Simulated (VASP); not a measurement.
# CdAs2C (P-4m2) in VASP: notebook

The runs below take CdAs2C through single point, relaxation of cell and atoms, with PBEsol.

All numbers are computed with VASP 6.6.1; they aren't measurements. Logs are shortened: lines on timing, memory, paths and dates and some standing lists are left out, and cuts for length are marked.

**1. The cell of the first run**

Symmetry: P-4m2, No. 115, tetragonal system. Conventional cell: a = 2.968 Å, b = 2.968 Å, c = 8.811 Å, α = 90.00°, β = 90.00°, γ = 90.00°. Cd (site symmetry -4m2) has 4 Cd at 2.97 Å and 4 As at 3.45 Å within 3.9 Å. Within 2.6 Å of As (site symmetry 2mm) lie 2 C at 1.97 Å. Within 2.6 Å of C (site symmetry -4m2) lie 4 As at 1.97 Å.

**2. Single point, PBEsol**

Contents of INCAR:

```
SYSTEM = CdAs2C
  PREC = Accurate
  ENCUT = 520
  EDIFF = 1E-6
  ISMEAR = -1
  SIGMA = 0.03
  LREAL = .False.
  LASPH = .True.
  NELM = 80
  ALGO = Normal
  ISIF = 2
  LWAVE = .False.
  LCHARG = .False.
  GGA = PS
  NBANDS = 21
```

Contents of KPOINTS:

```
Automatic mesh
0
Gamma
  6 6 4
  0 0 0
```

Contents of POSCAR:

```
CdAs2C
1.0
    2.9681776721      0.0000000000      0.0000000000
    0.0000000000      2.9681776721      0.0000000000
    0.0000000000      0.0000000000      8.8112921027
Cd As C
1 2 1
Direct
    0.0000000000      0.0000000000      0.0000000000
    0.0000000000      0.5000000000      0.3528465956
    0.5000000000      0.0000000000      0.6471534044
    0.5000000000      0.5000000000      0.5000000000
```

Potentials or basis: VASP PAW PBE potentials, release 64 (Cd, As, C).

Started as:

```console
> cat potpaw_PBE.64/Cd/POTCAR potpaw_PBE.64/As/POTCAR potpaw_PBE.64/C/POTCAR > POTCAR
> mpirun -np 1 vasp_std > vasp.out
```

OUTCAR:

```text
SYSTEM = CdAs2C
   PREC = Accurate
   ENCUT = 520
   EDIFF = 1E-6
   ISMEAR = -1
   LREAL = .False.
   LASPH = .True.
   NELM = 80
   ISIF = 2
   GGA = PS

 ion  position               nearest neighbor table
   1  0.000  0.000  0.000-
   2  0.000  0.500  0.353-   4 1.97   4 1.97
   3  0.500  0.000  0.647-   4 1.97   4 1.97
   4  0.500  0.500  0.500-   2 1.97   3 1.97   3 1.97   2 1.97

  LATTYP: Found a simple tetragonal cell.
 ALAT       =     2.9681776721
 C/A-ratio  =     2.9685864783

  Lattice vectors:

 A1 = (   2.9681776721,   0.0000000000,   0.0000000000)
 A2 = (   0.0000000000,   2.9681776721,   0.0000000000)
 A3 = (   0.0000000000,   0.0000000000,   8.8112921027)

Analysis of symmetry for initial positions (statically):
=====================================================================
 Subroutine PRICEL returns:
 Original cell was already a primitive cell.

 Routine SETGRP: Setting up the symmetry group for a
 simple tetragonal supercell.

 Subroutine GETGRP returns: Found  8 space group operations
 (whereof  8 operations were pure point group operations)
 out of a pool of 16 trial point group operations.

The static configuration has the point symmetry D_2d.

Analysis of symmetry for dynamics (positions and initial velocities):
=====================================================================
 Subroutine PRICEL returns:
 Original cell was already a primitive cell.

 Routine SETGRP: Setting up the symmetry group for a
 simple tetragonal supercell.

 Subroutine GETGRP returns: Found  8 space group operations
 (whereof  8 operations were pure point group operations)
 out of a pool of 16 trial point group operations.

The dynamic configuration has the point symmetry D_2d.

 Subroutine INISYM returns: Found  8 space group operations
 (whereof  8 operations are pure point group operations),
 and found     1 'primitive' translations

----------------------------------------------------------------------------------------

                                     Primitive cell

  volume of cell :      77.6282

  direct lattice vectors                    reciprocal lattice vectors
     2.968177672  0.000000000  0.000000000     0.336907056  0.000000000  0.000000000
     0.000000000  2.968177672  0.000000000     0.000000000  0.336907056  0.000000000
     0.000000000  0.000000000  8.811292103     0.000000000  0.000000000  0.113490733

  length of vectors
     2.968177672  2.968177672  8.811292103     0.336907056  0.336907056  0.113490733

  position of ions in fractional coordinates (direct lattice)
     0.000000000  0.000000000  0.000000000
     0.000000000  0.500000000  0.352846596
     0.500000000  0.000000000  0.647153404
     0.500000000  0.500000000  0.500000000

  ion indices of the primitive-cell ions
   primitive index   ion index
                 1           1
                 2           2
                 3           3
                 4           4

----------------------------------------------------------------------------------------

 KPOINTS: Automatic mesh

Automatic generation of k-mesh.
 Grid dimensions read from file:
 generate k-points for:    6    6    4

 Generating k-lattice:

  Cartesian coordinates                     Fractional coordinates (reciprocal lattice)
     0.056151176  0.000000000  0.000000000     0.166666667  0.000000000  0.000000000
     0.000000000  0.056151176  0.000000000     0.000000000  0.166666667  0.000000000
     0.000000000  0.000000000  0.028372683     0.000000000  0.000000000  0.250000000

  Length of vectors
     0.056151176  0.056151176  0.028372683

  Shift w.r.t. Gamma in fractional coordinates (k-lattice)
     0.000000000  0.000000000  0.000000000

 Subroutine IBZKPT returns following result:
 ===========================================

 Found     30 irreducible k-points:

 Following reciprocal coordinates:
            Coordinates               Weight
  0.000000  0.000000  0.000000      1.000000
  0.166667  0.000000  0.000000      4.000000
  0.333333  0.000000  0.000000      4.000000
  0.500000  0.000000  0.000000      2.000000
  0.166667  0.166667  0.000000      4.000000
  0.333333  0.166667  0.000000      8.000000
[... 16 lines left out ...]
  0.333333  0.000000  0.500000      4.000000
  0.500000  0.000000  0.500000      2.000000
 [... further k-points ...]
   k-points           NKPTS =     30   k-points in BZ     NKDIM =     30   number of bands    NBANDS=     21
   number of dos      NEDOS =    301   number of ions     NIONS =      4
   total plane-waves  NPLWV =  40320
   dimension x,y,z NGX =    24 NGY =   24 NGZ =   70
   dimension x,y,z NGXF=    48 NGYF=   48 NGZF=  140
   ions per type =               1   2   1
   NGX,Y,Z   is equivalent  to a cutoff of  13.44, 13.44, 13.21 a.u.
   NGXF,Y,Z  is equivalent  to a cutoff of  26.88, 26.88, 26.41 a.u.
 SYSTEM =  CdAs2C
   PREC   = accura    normal or accurate (medium, high low for compatibility)
   ISTART =      0    job   : 0-new  1-cont  2-samecut
   ICHARG =      2    charge: 1-file 2-atom 10-const
   ISPIN  =      1    spin polarized calculation?
   LNONCOLLINEAR =      F non collinear calculations
   LSORBIT =      F    spin-orbit coupling
   LASPH  =      T    aspherical Exc in radial PAW
   ENCUT  =  520.0 eV  38.22 Ry    6.18 a.u.   5.52  5.52 16.38*2*pi/ulx,y,z
   NELM   =     80;   NELMIN=  2; NELMDL= -5     # of ELM steps
   EDIFF  = 0.1E-05   stopping-criterion for ELM
   LREAL  =      F    real-space projection
   EDIFFG = 0.1E-04   stopping-criterion for IOM
   NSW    =      0    number of steps for IOM
   IBRION =     -1    ionic relax: 0-MD 1-quasi-New 2-CG
   NFREE  =      0    steps in history (QN), initial steepest desc. (CG)
   ISIF   =      2    stress and relaxation
   ISYM   =      2    0-nonsym 1-usesym 2-fastsym
   POTIM  = 0.5000    time-step for ionic-motion
   TEBEG  =    0.0;   TEEND  =   0.0 temperature during run
   PSTRESS=    0.0 pullay stress
   NELECT =      26.0000    total number of electrons
   NUPDOWN=      -1.0000    fix difference up-down
   EMIN   =  10.00;   EMAX   =-10.00  energy-range for DOS
   EFERMI =   0.00;   METHOD = LEGACY
   ISMEAR =    -1;   SIGMA  =   0.03  broadening in eV -4-tet -1-fermi 0-gaus
   EFERMI_NEDOS =   21; number of points for ismear=-14 and -15
   IALGO  =     38    algorithm
   IMIX   =      4    mixing-type and parameters
     AMIX     =   0.40;   BMIX     =  1.00
     AMIX_MAG =   1.60;   BMIX_MAG =  1.00
  volume/ion in A,a.u.               =      19.41       130.97
  Fermi-wavevector in a.u.,A,eV,Ry     =   1.136910  2.148449 17.586411  1.292565
  Thomas-Fermi vector in A             =   2.273615
   LORBIT       =      0    0 simple, 1 ext, 2 COOP (PROOUT), +10 PAW based schemes
   GGA     = PS    functional components
   LHFCALC =     F    Hartree Fock is set to
   AEXX    =    0.0000 exact exchange contribution
   IVDW    =     0    specifies the selected vdW correction
   LEPSILON=     F    determine dielectric tensor
   LRPA    =     F    only Hartree local field effects (RPA)
 non-spin polarized calculation
  energy-cutoff  :      520.00
  volume of cell :       77.63
 maximum number of plane-waves:      2125
 NGX is ok and might be reduce to    24
   NGX = 11   NGY = 11   NGZ = 33

 number of electron      26.0000006 magnetization

 Free energy of the ion-electron system (eV)
  ---------------------------------------------------
  ext. energy  EPLUGINS =         0.00000000
  ---------------------------------------------------
  free energy    TOTEN  =       -18.95855283 eV

  energy without entropy =      -18.95407134  energy(sigma->0) =      -18.95631209

 E-fermi :   4.0917     XC(G=0): -10.1726

 val. band max:        4.0425403585   @ k =   0.1667   0.0000   0.0000
 cond. band min:       4.0939858394   @ k =   0.5000   0.0000   0.0000
 fundamental gap:      0.0514454809
 Fermi energy:         4.0917317065

 k-point     1 :       0.0000    0.0000    0.0000
  band No.  band energies     occupation
      1     -13.1180      2.00000
      2      -9.2577      2.00000
      3      -4.9918      2.00000
      4      -4.6862      2.00000
      5      -3.9488      2.00000
      6      -3.8789      2.00000
[... 13 lines left out ...]
     20      11.4301      0.00000
     21      12.4626      0.00000

 k-point     2 :       0.1667    0.0000    0.0000
  band No.  band energies     occupation
      1     -12.7383      2.00000
      2      -8.9285      2.00000
      3      -4.8704      2.00000
      4      -4.5233      2.00000
      5      -4.0542      2.00000
      6      -3.8660      2.00000
[... 13 lines left out ...]
     20      12.1617      0.00000
     21      12.4726      0.00000

 k-point     3 :       0.3333    0.0000    0.0000
  band No.  band energies     occupation
      1     -11.6961      2.00000
      2      -8.2269      2.00000
      3      -4.9255      2.00000
      4      -4.7483      2.00000
      5      -4.3076      2.00000
      6      -4.0240      2.00000
[... 13 lines left out ...]
     20      11.1430      0.00000
     21      12.3862      0.00000
[... 457 lines left out ...]
 k-point    23 :       0.3333    0.0000    0.5000
  band No.  band energies     occupation
      1     -11.6953      2.00000
      2      -8.2341      2.00000
      3      -4.8741      2.00000
      4      -4.7472      2.00000
      5      -4.3574      2.00000
      6      -4.0505      2.00000
[... 13 lines left out ...]
     20      10.6134      0.00000
     21      12.6198      0.00000

 k-point    24 :       0.5000    0.0000    0.5000
  band No.  band energies     occupation
      1     -10.7941      2.00000
      2      -8.2552      2.00000
      3      -5.5728      2.00000
      4      -4.7108      2.00000
      5      -4.4966      2.00000
      6      -4.0280      2.00000
[... 13 lines left out ...]
     20      10.5116      0.00000
     21      11.8165      0.00000

 [... further k-points ...]

------------------------ aborting loop because EDIFF is reached ----------------------------------------

  FORCE on cell =-STRESS in cart. coord.  units (eV):
  Direction    XX          YY          ZZ          XY          YZ          ZX
  --------------------------------------------------------------------------------------
  -------------------------------------------------------------------------------------
  Total        0.2523100      0.2523100      0.3688397      0.0000000      0.0000000      0.0000000
  in kB        5.2074568      5.2074568      7.6125277      0.0000000      0.0000000      0.0000000
  external PRESSURE =       6.0091471 kB  Pullay stress =       0.0000000 kB

 VOLUME and BASIS-vectors are now :
 -----------------------------------------------------------------------------
  energy-cutoff  :      520.00
  volume of cell :       77.63
      direct lattice vectors                 reciprocal lattice vectors
     2.968177672  0.000000000  0.000000000     0.336907056  0.000000000  0.000000000
     0.000000000  2.968177672  0.000000000     0.000000000  0.336907056  0.000000000
     0.000000000  0.000000000  8.811292103     0.000000000  0.000000000  0.113490733

 POSITION                                       TOTAL-FORCE (eV/Angst)
 -----------------------------------------------------------------------------------
      0.00000      0.00000      0.00000         0.000000      0.000000      0.000000
      0.00000      1.48409      3.10903         0.000000      0.000000     -0.132581
      1.48409      0.00000      5.70226         0.000000      0.000000      0.132581
      1.48409      1.48409      4.40565         0.000000     -0.000000      0.000000
 -----------------------------------------------------------------------------------
    total drift:                                0.000000      0.000000      0.000000

  FREE ENERGIE OF THE ION-ELECTRON SYSTEM (eV)
  ---------------------------------------------------
  free  energy   TOTEN  =       -18.9585528270 eV

  energy  without entropy=      -18.9540713434  energy(sigma->0) =      -18.95631209
```

It took 41 s on 1 thread of Intel Xeon Platinum 8375C at 2.90GHz (Ice Lake), shared host; peak memory 0.21 GiB.

What came out:

```
Free energy            : -18.9586 eV
Pressure               : 0.6 GPa
Largest force          : 0.133 eV/Å
Band gap on the k mesh : zero (bands 13 and 14 overlap by 2.80 eV)
```

Forces on the atoms (eV/Å):
```
Cd   0.000  0.000  0.000
As   0.000  0.000 -0.133
As   0.000  0.000  0.133
C    0.000  0.000  0.000
```

Caveat: the PAW data sets were made with another functional, which shifts forces and pressure a little.

**3. Relaxation of cell and atoms, PBEsol**

This run uses another cell than the first one, of 17.57 Å³/atom.

Contents of INCAR:

```
SYSTEM = CdAs2C
ALGO     = Normal         ! electronic algorithm
EDIFF    = 1E-7           ! SCF threshold, eV
EDIFFG   = -0.01          ! ionic threshold
ENCUT    = 600            ! plane-wave cutoff, eV
GGA      = PS             ! functional
IBRION   = 2              ! ionic algorithm
ISIF     = 3              ! what is computed and relaxed
ISMEAR   = -1             ! smearing method
LASPH    = .TRUE.         ! aspherical terms in the spheres
LCHARG   = .FALSE.        ! write CHGCAR
LREAL    = .FALSE.        ! projectors in reciprocal space
LWAVE    = .FALSE.        ! write WAVECAR
NELM     = 100            ! most SCF steps
NSW      = 100            ! ionic steps
PREC     = Accurate       ! precision mode
SIGMA    = 0.03           ! smearing width, eV
```

Contents of KPOINTS:

```
k-points
0
G
  6 6 4
  0 0 0
```

Contents of POSCAR:

```
CdAs2C
1.0
    3.6763575053      0.0000000000      0.0000000000
    0.0000000000      3.6763575053      0.0000000000
    0.0000000000      0.0000000000      5.1991546441
Cd As C
1 2 1
Direct
    0.0000000000      0.0000000000      0.0000000000
    0.0000000000      0.5000000000      0.2500000000
    0.5000000000      0.0000000000      0.7500000000
    0.5000000000      0.5000000000      0.5000000000
```

Potentials or basis: VASP PAW PBE potentials, release 64 (Cd, As, C).

Started as:

```console
> cat potpaw_PBE.64/Cd/POTCAR potpaw_PBE.64/As/POTCAR potpaw_PBE.64/C/POTCAR > POTCAR
> mpirun -np 1 vasp_std > vasp.out
```

It took 7.1 min on 1 thread of Intel Xeon Platinum 8375C at 2.90GHz (Ice Lake), shared host; peak memory 0.23 GiB.

Results (log left out):

- Free energy: -18.0653 eV
- Relaxed volume: 18.81 Å³/atom
- Relaxed cell: a = 3.455 Å, b = 3.455 Å, c = 6.305 Å, α = 90.00°, β = 90.00°, γ = 90.00°
- Space group after relaxing (to 0.1 Å): P-4m2 (No. 115)
- Energy gained by relaxing: 722.7 meV/atom
- Ionic steps: 17
- Pressure after relaxing: 0.0 GPa
- Largest force after relaxing: 0.008 eV/Å
- Band gap on the k mesh: zero (bands 13 and 14 overlap by 0.40 eV)

Forces in eV/Å, atoms in the order of the input:
```
Cd   0.000  0.000  0.000
As   0.000  0.000 -0.008
As   0.000  0.000  0.008
C    0.000  0.000  0.000
```

Step by step:
```tsv
step	energy change (eV)	largest force (eV/Å)	pressure (GPa)	volume (Å³)
1	0.0000	6.3579	20.47	70.27
2	-1.5827	0.3483	-10.70	95.65
3	-1.9388	1.5250	-6.04	86.00
4	-1.9393	1.5934	-5.76	85.64
5	-2.4627	0.6182	-2.83	79.78
6	-2.6222	0.2660	1.07	75.49
7	-2.6237	0.3786	1.62	75.01
8	-2.7781	0.5941	0.86	75.50
9	-2.8489	0.7373	0.25	75.79
10	-2.8871	0.0561	-1.01	76.28
11	-2.8871	0.0310	-1.05	76.30
12	-2.8884	0.0620	0.85	74.47
13	-2.8907	0.0157	-0.01	75.27
14	-2.8907	0.0145	-0.03	75.29
15	-2.8908	0.0004	-0.01	75.27
16	-2.8909	0.0192	0.02	75.24
17	-2.8909	0.0079	-0.02	75.25
```

Final structure:
```
CELL_PARAMETERS angstrom
3.45469 0.00000 0.00000
0.00000 3.45469 0.00000
0.00000 0.00000 6.30546
ATOMIC_POSITIONS crystal
Cd 0.00000 0.00000 0.00000
As 0.00000 0.50000 0.31991
As 0.50000 0.00000 0.68009
C 0.50000 0.50000 0.50000
```

Levels at points of the mesh, in eV from the Fermi level:
```csv
k point,band 9,band 10,band 11,band 12,band 13,band 14,band 15,band 16,band 17
"(0.00, 0.00, 0.00)",-4.89,-4.89,-2.05,-1.98,-0.03,0.99,0.99,2.01,3.64
"(0.50, 0.00, 0.00)",-5.89,-4.70,-4.57,-4.19,0.15,0.70,2.15,2.73,4.34
"(0.50, 0.50, 0.00)",-5.93,-4.91,-3.97,-3.97,-2.74,0.87,0.87,0.93,1.15
"(0.00, 0.00, 0.50)",-5.27,-4.79,-4.79,-0.42,-0.16,0.36,0.36,3.60,4.93
"(0.50, 0.00, 0.50)",-6.65,-4.20,-3.08,-2.62,-1.26,0.43,0.78,1.75,4.31
"(0.50, 0.50, 0.50)",-5.88,-4.75,-4.39,-4.39,-3.61,2.08,2.73,2.73,3.48
```

Caveat: a cell axis changed by over 15 % at a fixed basis, so the end point is rough; the PAW data sets were made with another functional, which shifts forces and pressure a little.
